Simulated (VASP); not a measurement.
# WS2 in VASP: notebook

Runs on WS2. Level: PBE+D3(BJ). Tasks: single point.

Program: VASP 6.6.1. These are calculated values, not measurements. Logs are shortened: lines on timing, memory, paths and dates and some standing lists are left out, and cuts for length are marked.

## (1) The cell of the first run

The cell holds a slab with vacuum, 3 atoms: a = 3.096 Å, b = 3.096 Å, c = 32.291 Å, α = 90.00°, β = 90.00°, γ = 120.00°.

## (2) Single point, PBE+D3(BJ)

INCAR reads:

```
SYSTEM = WS2
ALGO = Normal
DIPOL = 0.5 0.5 0.500
EDIFF = 1E-6
ENCUT = 520
GGA = PE
IDIPOL = 3
ISIF = 2
ISMEAR = 0
IVDW = 12
LASPH = .TRUE.
LCHARG = .FALSE.
LDIPOL = .TRUE.
LREAL = .FALSE.
LWAVE = .FALSE.
NBANDS = 20
NELM = 80
PREC = Accurate
SIGMA = 0.02
```

KPOINTS reads:

```
k-points
0
G
  12 12 1
  0 0 0
```

POSCAR reads:

```
WS2
1.0
    3.0960000000      0.0000000000      0.0000000000
   -1.5480000000      2.6812146501      0.0000000000
    0.0000000000      0.0000000000     32.2910878415
S W
2 1
Direct
    0.3333333333      0.6666666667      0.4524697866
    0.3333333333      0.6666666667      0.5475424585
    0.6666666667      0.3333333333      0.5000061203
```

Potentials or basis: VASP PAW PBE potentials, release 64 (S, W_sv).

Run with:

```bash
cat potpaw_PBE.64/S/POTCAR potpaw_PBE.64/W_sv/POTCAR > POTCAR
mpirun -np 1 vasp_std > vasp.out
```

OUTCAR:

```text
SYSTEM = WS2
   EDIFF = 1E-6
   ENCUT = 520
   GGA = PE
   ISIF = 2
   ISMEAR = 0
   IVDW = 12
   LASPH = .TRUE.
   LREAL = .FALSE.
   NELM = 80
   PREC = Accurate
 IVDW          = 12

 ion  position               nearest neighbor table
   1  0.333  0.667  0.452-   3 2.36   3 2.36   3 2.36
   2  0.333  0.667  0.548-   3 2.36   3 2.36   3 2.36
   3  0.667  0.333  0.500-   1 2.36   1 2.36   1 2.36   2 2.36   2 2.36   2 2.36

  LATTYP: Found a hexagonal cell.
 ALAT       =     3.0960000000
 C/A-ratio  =    10.4299379333

  Lattice vectors:

 A1 = (   3.0960000000,   0.0000000000,   0.0000000000)
 A2 = (  -1.5480000000,   2.6812146501,   0.0000000000)
 A3 = (   0.0000000000,   0.0000000000,  32.2910878415)

Analysis of symmetry for initial positions (statically):
=====================================================================
 Subroutine PRICEL returns:
 Original cell was already a primitive cell.

 Routine SETGRP: Setting up the symmetry group for a
 hexagonal supercell.

 Subroutine GETGRP returns: Found 12 space group operations
 (whereof  6 operations were pure point group operations)
 out of a pool of 24 trial point group operations.

The static configuration has the point symmetry C_3v.
 The point group associated with its full space group is D_3h.

Analysis of symmetry for dynamics (positions and initial velocities):
=====================================================================
 Subroutine PRICEL returns:
 Original cell was already a primitive cell.

 Routine SETGRP: Setting up the symmetry group for a
 hexagonal supercell.

 Subroutine GETGRP returns: Found 12 space group operations
 (whereof  6 operations were pure point group operations)
 out of a pool of 24 trial point group operations.

The dynamic configuration has the point symmetry C_3v.
 The point group associated with its full space group is D_3h.

 Subroutine INISYM returns: Found 12 space group operations
 (whereof  6 operations are pure point group operations),
 and found     1 'primitive' translations

----------------------------------------------------------------------------------------

                                     Primitive cell

  volume of cell :     268.0496

  direct lattice vectors                    reciprocal lattice vectors
     3.096000000  0.000000000  0.000000000     0.322997416  0.186482645  0.000000000
    -1.548000000  2.681214650  0.000000000     0.000000000  0.372965290  0.000000000
     0.000000000  0.000000000 32.291087842     0.000000000  0.000000000  0.030968297

  length of vectors
     3.096000000  3.096000000 32.291087842     0.372965290  0.372965290  0.030968297

  position of ions in fractional coordinates (direct lattice)
     0.333333333  0.666666667  0.452469787
     0.333333333  0.666666667  0.547542458
     0.666666667  0.333333333  0.500006120

  ion indices of the primitive-cell ions
   primitive index   ion index
                 1           1
                 2           2
                 3           3

----------------------------------------------------------------------------------------

 KPOINTS: k-points

Automatic generation of k-mesh.
 Grid dimensions read from file:
 generate k-points for:   12   12    1

 Generating k-lattice:

  Cartesian coordinates                     Fractional coordinates (reciprocal lattice)
     0.026916451  0.015540220  0.000000000     0.083333333 -0.000000000  0.000000000
     0.000000000  0.031080441  0.000000000     0.000000000  0.083333333  0.000000000
     0.000000000  0.000000000  0.030968297     0.000000000  0.000000000  1.000000000

  Length of vectors
     0.031080441  0.031080441  0.030968297

  Shift w.r.t. Gamma in fractional coordinates (k-lattice)
     0.000000000  0.000000000  0.000000000

 Subroutine IBZKPT returns following result:
 ===========================================

 Found     19 irreducible k-points:

 Following reciprocal coordinates:
            Coordinates               Weight
  0.000000  0.000000  0.000000      1.000000
  0.083333  0.000000  0.000000      6.000000
  0.166667  0.000000  0.000000      6.000000
  0.250000  0.000000  0.000000      6.000000
  0.333333  0.000000  0.000000      6.000000
  0.416667  0.000000  0.000000      6.000000
[... 11 lines left out ...]
  0.333333  0.250000  0.000000     12.000000
  0.333333  0.333333  0.000000      2.000000
   k-points           NKPTS =     19   k-points in BZ     NKDIM =     19   number of bands    NBANDS=     20
   number of dos      NEDOS =    301   number of ions     NIONS =      3
   total plane-waves  NPLWV = 138240
   dimension x,y,z NGX =    24 NGY =   24 NGZ =  240
   dimension x,y,z NGXF=    48 NGYF=   48 NGZF=  480
   ions per type =               2   1
   NGX,Y,Z   is equivalent  to a cutoff of  12.89, 12.89, 12.36 a.u.
   NGXF,Y,Z  is equivalent  to a cutoff of  25.77, 25.77, 24.71 a.u.
 SYSTEM =  WS2
   PREC   = accura    normal or accurate (medium, high low for compatibility)
   ISTART =      0    job   : 0-new  1-cont  2-samecut
   ICHARG =      2    charge: 1-file 2-atom 10-const
   ISPIN  =      1    spin polarized calculation?
   LNONCOLLINEAR =      F non collinear calculations
   LSORBIT =      F    spin-orbit coupling
   LASPH  =      T    aspherical Exc in radial PAW
   ENCUT  =  520.0 eV  38.22 Ry    6.18 a.u.   5.76  5.76 60.04*2*pi/ulx,y,z
   NELM   =     80;   NELMIN=  2; NELMDL= -5     # of ELM steps
   EDIFF  = 0.1E-05   stopping-criterion for ELM
   LREAL  =      F    real-space projection
   EDIFFG = 0.1E-04   stopping-criterion for IOM
   NSW    =      0    number of steps for IOM
   IBRION =     -1    ionic relax: 0-MD 1-quasi-New 2-CG
   NFREE  =      0    steps in history (QN), initial steepest desc. (CG)
   ISIF   =      2    stress and relaxation
   ISYM   =      2    0-nonsym 1-usesym 2-fastsym
   POTIM  = 0.5000    time-step for ionic-motion
   TEBEG  =    0.0;   TEEND  =   0.0 temperature during run
   PSTRESS=    0.0 pullay stress
   NELECT =      26.0000    total number of electrons
   NUPDOWN=      -1.0000    fix difference up-down
   EMIN   =  10.00;   EMAX   =-10.00  energy-range for DOS
   EFERMI =   0.00;   METHOD = LEGACY
   ISMEAR =     0;   SIGMA  =   0.02  broadening in eV -4-tet -1-fermi 0-gaus
   EFERMI_NEDOS =   21; number of points for ismear=-14 and -15
   IALGO  =     38    algorithm
   IMIX   =      4    mixing-type and parameters
     AMIX     =   0.40;   BMIX     =  1.00
     AMIX_MAG =   1.60;   BMIX_MAG =  1.00
  volume/ion in A,a.u.               =      89.35       602.96
  Fermi-wavevector in a.u.,A,eV,Ry     =   0.752190  1.421433  7.698037  0.565790
  Thomas-Fermi vector in A             =   1.849344
   LORBIT       =      0    0 simple, 1 ext, 2 COOP (PROOUT), +10 PAW based schemes
   GGA     = PE    functional components
   LHFCALC =     F    Hartree Fock is set to
   AEXX    =    0.0000 exact exchange contribution
   IVDW    =    12    specifies the selected vdW correction
   LEPSILON=     F    determine dielectric tensor
   LRPA    =     F    only Hartree local field effects (RPA)
 non-spin polarized calculation
 Gauss-broadening in eV      SIGMA  =   0.02
  energy-cutoff  :      520.00
  volume of cell :      268.05
 maximum number of plane-waves:      7248
 NGX is ok and might be reduce to    24
   NGX = 11   NGY = 11   NGZ =121

 dipolmoment           0.000000      0.000000      0.000000 electrons x Angstroem

 number of electron      25.9999998 magnetization

 dipolmoment           0.000000      0.000000     -0.000001 electrons x Angstroem

 Free energy of the ion-electron system (eV)
  ---------------------------------------------------
  ext. energy  EPLUGINS =         0.00000000
  ---------------------------------------------------
  free energy    TOTEN  =       -23.48523032 eV

  energy without entropy =      -23.48523032  energy(sigma->0) =      -23.48523032

 E-fermi :  -2.9249     XC(G=0):  -2.4602

 val. band max:       -3.2001411543   @ k =   0.3333   0.3333   0.0000
 cond. band min:      -1.1467716947   @ k =   0.3333   0.3333   0.0000
 fundamental gap:      2.0533694596
 Fermi energy:        -2.9248777417

 k-point     1 :       0.0000    0.0000    0.0000
  band No.  band energies     occupation
      1     -77.0167      2.00000
      2     -41.3551      2.00000
      3     -41.1161      2.00000
      4     -41.1161      2.00000
      5     -18.4346      2.00000
      6     -16.5666      2.00000
[... 12 lines left out ...]
     19       2.0923      0.00000
     20       2.4907      0.00000

 k-point     2 :       0.0833    0.0000    0.0000
  band No.  band energies     occupation
      1     -77.0149      2.00000
      2     -41.3492      2.00000
      3     -41.1478      2.00000
      4     -41.1233      2.00000
      5     -18.3043      2.00000
      6     -16.5231      2.00000
[... 12 lines left out ...]
     19       2.2389      0.00000
     20       2.6583      0.00000

 k-point     3 :       0.1667    0.0000    0.0000
  band No.  band energies     occupation
      1     -77.0103      2.00000
      2     -41.3332      2.00000
      3     -41.2334      2.00000
      4     -41.1430      2.00000
      5     -17.9333      2.00000
      6     -16.3997      2.00000
[... 12 lines left out ...]
     19       2.6658      0.00000
     20       3.0981      0.00000

 k-point     4 :       0.2500    0.0000    0.0000
  band No.  band energies     occupation
      1     -77.0039      2.00000
      2     -41.3484      2.00000
      3     -41.3112      2.00000
      4     -41.1698      2.00000
      5     -17.3816      2.00000
      6     -16.2183      2.00000
[... 314 lines left out ...]
 k-point    18 :       0.3333    0.2500    0.0000
  band No.  band energies     occupation
      1     -76.9888      2.00000
      2     -41.4941      2.00000
      3     -41.3560      2.00000
      4     -41.2589      2.00000
      5     -15.7289      2.00000
      6     -15.6471      2.00000
[... 12 lines left out ...]
     19       4.8612      0.00000
     20       6.0932      0.00000

 k-point    19 :       0.3333    0.3333    0.0000
  band No.  band energies     occupation
      1     -76.9880      2.00000
      2     -41.4588      2.00000
      3     -41.4105      2.00000
      4     -41.2559      2.00000
      5     -15.6182      2.00000
      6     -15.5983      2.00000
[... 12 lines left out ...]
     19       4.1900      0.00000
     20       6.2715      0.00000

------------------------ aborting loop because EDIFF is reached ----------------------------------------

 vacuum level on the upper side and lower side of the slab       (xc-potential included)        -0.102        -0.102

 Edisp (eV)   -0.97897

 E8    (eV) :    -0.4407

  FORCE on cell =-STRESS in cart. coord.  units (eV):
  Direction    XX          YY          ZZ          XY          YZ          ZX
  --------------------------------------------------------------------------------------
  -------------------------------------------------------------------------------------
  Total       3.74062     3.74062     4.32768     0.00000    -0.00000     0.00000
  in kB      22.35829    22.35829    25.86725     0.00000    -0.00000     0.00000
  external pressure =       23.53 kB  Pullay stress =        0.00 kB

 VOLUME and BASIS-vectors are now :
 -----------------------------------------------------------------------------
  energy-cutoff  :      520.00
  volume of cell :      268.05
      direct lattice vectors                 reciprocal lattice vectors
     3.096000000  0.000000000  0.000000000     0.322997416  0.186482645  0.000000000
    -1.548000000  2.681214650  0.000000000     0.000000000  0.372965290  0.000000000
     0.000000000  0.000000000 32.291087842     0.000000000  0.000000000  0.030968297

 POSITION                                       TOTAL-FORCE (eV/Angst)
 -----------------------------------------------------------------------------------
     -0.00000      1.78748     14.61074        -0.000000      0.000000     -1.418857
     -0.00000      1.78748     17.68074        -0.000000      0.000000      1.418857
      1.54800      0.89374     16.14574         0.000000      0.000000     -0.000000
 -----------------------------------------------------------------------------------
    total drift:                               -0.000000      0.000000     -0.000151

  FREE ENERGIE OF THE ION-ELECTRON SYSTEM (eV)
  ---------------------------------------------------
  free  energy   TOTEN  =       -24.4641976116 eV

  energy  without entropy=      -24.4641976116  energy(sigma->0) =      -24.46419761

 vacuum level on the upper side and lower side of the slab         2.428         2.428
```

Wall time 85 s (1 thread of Intel Xeon Platinum 8488C (Sapphire Rapids), shared host); peak memory 0.41 GiB.

Results:

```
Free energy                : -24.4642 eV
Largest force              : 1.419 eV/Å
Band gap on the k mesh     : 2.05 eV, direct
Dispersion energy per atom : -0.326 eV
```

Forces on the atoms (eV/Å):
```
S    0.000  0.000 -1.419
S    0.000  0.000  1.419
W    0.000  0.000  0.000
```

Caveat: spin-orbit coupling is left out, which moves the levels of the heavy elements.

## (3) Single point, PBE+D3(BJ)

INCAR reads:

```
ALGO = Normal ; DIPOL = 0.5 0.5 0.500
EDIFF = 1E-7 ; ENCUT = 520
GGA = PE ; IDIPOL = 3
ISIF = 2 ; ISMEAR = 0
IVDW = 12 ; LASPH = T
LCHARG = T ; LDIPOL = T
LELF = T ; LREAL = F
LVACPOTAV = T ; LVHAR = T
LWAVE = F ; NBANDS = 20
NELM = 100 ; PREC = Accurate
SIGMA = 0.02
```

KPOINTS reads:

```
k-points
0
Gamma
  12 12 1
```

POSCAR reads:

```
WS2
1.0
    3.0960000000      0.0000000000      0.0000000000
   -1.5480000000      2.6812146501      0.0000000000
    0.0000000000      0.0000000000     32.2910878415
S W
2 1
Direct
    0.3333333333      0.6666666667      0.4499303862
    0.3333333333      0.6666666667      0.5500818589
    0.6666666667      0.3333333333      0.5000061202
```

Potentials or basis: VASP PAW PBE potentials, release 64 (S, W_sv).

Run with:

```bash
cat potpaw_PBE.64/S/POTCAR potpaw_PBE.64/W_sv/POTCAR > POTCAR
mpirun -np 1 vasp_std > vasp.out
```

Run time: 1.8 min. Hardware: 1 thread of Intel Xeon Platinum 8488C (Sapphire Rapids), shared host; peak memory 0.41 GiB.

It converged, with:

```
Free energy                            : -24.5471 eV
Largest force                          : 0.345 eV/Å
Band gap on the k mesh                 : 1.80 eV, indirect (least direct gap 2.28 eV)
Dispersion energy per atom             : -0.321 eV
Ionisation potential of the upper face : 5.55 eV
```

Forces on the atoms (eV/Å):
```
S    0.000  0.000  0.345
S    0.000  0.000 -0.345
W    0.000  0.000  0.000
```

Levels at points of the mesh, in eV from the valence-band top:
| k point | band 10 | band 11 | band 12 | band 13 | band 14 | band 15 | band 16 | band 17 |
| --- | --- | --- | --- | --- | --- | --- | --- | --- |
| (0.00, 0.00, 0.00) | -2.51 | -1.30 | -1.30 | -0.50 | 3.08 | 3.08 | 3.09 | 3.09 |
| (0.50, 0.00, 0.00) | -3.26 | -2.47 | -1.05 | -1.00 | 3.27 | 3.43 | 4.01 | 4.73 |

Caveat: spin-orbit coupling is left out, which moves the levels of the heavy elements.

## (4) Single point, PBE+D3(BJ)

INCAR reads:

```
  PREC = Accurate
  ENCUT = 520
  EDIFF = 1E-6
  ISMEAR = 0
  SIGMA = 0.02
  LREAL = F
  LASPH = T
  NELM = 80
  ALGO = Normal
  ISIF = 2
  LWAVE = F
  LCHARG = F
  LDIPOL = T
  IDIPOL = 3
  DIPOL = 0.5 0.5 0.500
  GGA = PE
  IVDW = 12
  NBANDS = 20
```

KPOINTS reads:

```
regular mesh
0
Gamma
  12 12 1
```

POSCAR reads:

```
WS2
1.0
    3.0960000000      0.0000000000      0.0000000000
   -1.5480000000      2.6812146501      0.0000000000
    0.0000000000      0.0000000000     32.2910878415
S W
2 1
Direct
    0.3333333333      0.6666666667      0.4473909859
    0.3333333333      0.6666666667      0.5526212592
    0.6666666667      0.3333333333      0.5000061200
```

Potentials or basis: VASP PAW PBE potentials, release 64 (S, W_sv).

Run with:

```bash
cat potpaw_PBE.64/S/POTCAR potpaw_PBE.64/W_sv/POTCAR > POTCAR
mpirun -np 1 vasp_std > vasp.out
```

OUTCAR:

```text
PREC = Accurate
   ENCUT = 520
   EDIFF = 1E-6
   ISMEAR = 0
   LREAL = F
   LASPH = T
   NELM = 80
   ISIF = 2
   GGA = PE
   IVDW = 12
 IVDW          = 12

 ion  position               nearest neighbor table
   1  0.333  0.667  0.447-   3 2.47   3 2.47   3 2.47
   2  0.333  0.667  0.553-   3 2.47   3 2.47   3 2.47
   3  0.667  0.333  0.500-   1 2.47   1 2.47   1 2.47   2 2.47   2 2.47   2 2.47

  LATTYP: Found a hexagonal cell.
 ALAT       =     3.0960000000
 C/A-ratio  =    10.4299379333

  Lattice vectors:

 A1 = (   3.0960000000,   0.0000000000,   0.0000000000)
 A2 = (  -1.5480000000,   2.6812146501,   0.0000000000)
 A3 = (   0.0000000000,   0.0000000000,  32.2910878415)

Analysis of symmetry for initial positions (statically):
=====================================================================
 Subroutine PRICEL returns:
 Original cell was already a primitive cell.

 Routine SETGRP: Setting up the symmetry group for a
 hexagonal supercell.

 Subroutine GETGRP returns: Found 12 space group operations
 (whereof  6 operations were pure point group operations)
 out of a pool of 24 trial point group operations.
[... 169 lines left out ...]
 cond. band min:      -1.5323154511   @ k =   0.1667   0.1667   0.0000
 fundamental gap:      1.4968395560
 Fermi energy:        -2.7275634573

 k-point     1 :       0.0000    0.0000    0.0000
  band No.  band energies     occupation
      1     -77.1084      2.00000
      2     -41.3615      2.00000
      3     -41.0944      2.00000
      4     -41.0944      2.00000
      5     -17.7176      2.00000
      6     -16.4575      2.00000
[... 426 lines left out ...]
     19       4.3370      0.00000
     20       6.1615      0.00000

------------------------ aborting loop because EDIFF is reached ----------------------------------------

 vacuum level on the upper side and lower side of the slab       (xc-potential included)        -0.010        -0.010

 Edisp (eV)   -0.94440

 E8    (eV) :    -0.4249

  FORCE on cell =-STRESS in cart. coord.  units (eV):
  Direction    XX          YY          ZZ          XY          YZ          ZX
  --------------------------------------------------------------------------------------
  -------------------------------------------------------------------------------------
  Total       0.07483     0.07483    -6.01474     0.00000     0.00000     0.00000
  in kB       0.44725     0.44725   -35.95111     0.00000     0.00000     0.00000
  external pressure =      -11.69 kB  Pullay stress =        0.00 kB

 VOLUME and BASIS-vectors are now :
 -----------------------------------------------------------------------------
  energy-cutoff  :      520.00
  volume of cell :      268.05
      direct lattice vectors                 reciprocal lattice vectors
     3.096000000  0.000000000  0.000000000     0.322997416  0.186482645  0.000000000
    -1.548000000  2.681214650  0.000000000     0.000000000  0.372965290  0.000000000
     0.000000000  0.000000000 32.291087842     0.000000000  0.000000000  0.030968297

 POSITION                                       TOTAL-FORCE (eV/Angst)
 -----------------------------------------------------------------------------------
     -0.00000      1.78748     14.44674        -0.000000     -0.000000      1.762060
     -0.00000      1.78748     17.84474        -0.000000     -0.000000     -1.762060
      1.54800      0.89374     16.14574         0.000000      0.000000     -0.000000
 -----------------------------------------------------------------------------------
    total drift:                               -0.000000      0.000000     -0.000164

  FREE ENERGIE OF THE ION-ELECTRON SYSTEM (eV)
  ---------------------------------------------------
  free  energy   TOTEN  =       -24.3697468241 eV

  energy  without entropy=      -24.3697468241  energy(sigma->0) =      -24.36974682

 vacuum level on the upper side and lower side of the slab         2.448         2.449
```

It took 93 s on 1 thread of Intel Xeon Platinum 8488C (Sapphire Rapids), shared host; peak memory 0.4 GiB.

Results:

| Property | Result |
| --- | --- |
| Free energy | -24.3697 eV |
| Largest force | 1.762 eV/Å |
| Band gap on the k mesh | 1.50 eV, indirect (least direct gap 2.32 eV) |
| Dispersion energy per atom | -0.315 eV |

Forces on the atoms (eV/Å):
```
S    0.000  0.000  1.762
S    0.000  0.000 -1.762
W    0.000  0.000  0.000
```

Caveat: spin-orbit coupling is left out, which moves the levels of the heavy elements.
